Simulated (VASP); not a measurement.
Wanted: the native input for a VASP 6.6.1 run.

```
Task                   : single point
Functional             : PBEsol
Potentials or basis    : VASP PAW PBE potentials, release 64 (Ag)
Cutoff                 : 520 eV
k mesh                 : 18 × 18 × 4
Occupations            : gaussian, width 0.1 eV
Spin                   : no spin polarisation
Dipole correction      : no
Further INCAR settings : ALGO = Fast; EDIFF = 1e-06; NBANDS = 30
```

The structure of Ag lies in POSCAR:

```
Ag
1.0
    2.8419516628      0.0000000000      0.0000000000
   -1.4209758314      2.4612023363      0.0000000000
    0.0000000000      0.0000000000      9.2437285921
Ag
4
Direct
    0.3333333333      0.6666666667      0.2500000000
    0.6666666667      0.3333333333      0.7500000000
    0.0000000000      0.0000000000      0.0000000000
    0.0000000000      0.0000000000      0.5000000000
```

This isn't the form of Ag at room conditions, which is fcc.

These files were run (other wordings do the same):

INCAR

```
SYSTEM = Ag
ALGO     = Fast           ! electronic algorithm
EDIFF    = 1E-6           ! SCF threshold, eV
ENCUT    = 520            ! plane-wave cutoff, eV
GGA      = PS             ! functional
ISIF     = 2              ! what is computed and relaxed
ISMEAR   = 0              ! smearing method
LASPH    = .True.         ! aspherical terms in the spheres
LCHARG   = .False.        ! write CHGCAR
LREAL    = .False.        ! projectors in reciprocal space
LWAVE    = .False.        ! write WAVECAR
NBANDS   = 30             ! bands
NELM     = 100            ! most SCF steps
PREC     = Accurate       ! precision mode
SIGMA    = 0.1            ! smearing width, eV
```

KPOINTS

```
k-points
0
Gamma
  18 18 4
  0 0 0
```

Potentials or basis: VASP PAW PBE potentials, release 64 (Ag).

The run is started by

```sh
$ cat potpaw_PBE.64/Ag/POTCAR > POTCAR
$ mpirun -np 1 vasp_std > vasp.out
```

It gave:

| Property | Result |
| --- | --- |
| Pressure | 3.6 GPa |
| Band gap on the k mesh | zero (bands 22 and 23 overlap by 6.61 eV) |

Caveat: the cell stands under pressure; the PAW data sets were made with another functional, which shifts forces and pressure a little.

Run time: 4.8 min on 1 thread of Intel Xeon 8259CL, with other jobs on the host, peak memory 0.3 GiB.
